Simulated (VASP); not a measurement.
The system is Rh.

```
Rh
1.0
     0.00000    1.89785    1.89785
     1.89785    0.00000    1.89785
     1.89785    1.89785    0.00000
Rh
1
Cartesian
  0.0000 0.0000 0.0000
```

Base run:

- Program: VASP 6.6.1
- Functional: PBE
- Potentials or basis: VASP PAW PBE potentials, release 64 (Rh_pv)
- Cutoff: 520 eV
- k mesh: 12 × 12 × 12
- Occupations: fermi-dirac, width 0.05 eV
- Spin: no spin polarisation

Its results: pressure 7.5 GPa.

Q: After a change of settings the same cell gave: pressure 12.2 GPa. Which change was it?
A. occupations from fermi-dirac, width 0.05 eV to gaussian, width 0.015 eV; further incar settings from ALGO = Normal; EDIFF = 1e-06; NBANDS = 14 to ALGO = Fast; EDIFF = 1e-07; NBANDS = 14
B. functional from PBE to LDA; potentials or basis from VASP PAW PBE potentials, release 64 (Rh_pv) to VASP PAW LDA potentials, release 64 (Rh_pv)
C. functional from PBE to RPBE
D. k mesh from 12 × 12 × 12 to 5 × 5 × 5; occupations from fermi-dirac, width 0.05 eV to fermi-dirac, width 0.02 eV

A: C.

RPBE binds less tightly than PBE, so the same cell stands under more pressure.

Caveats: the PAW data sets were made with another functional, which shifts forces and pressure a little (some runs).
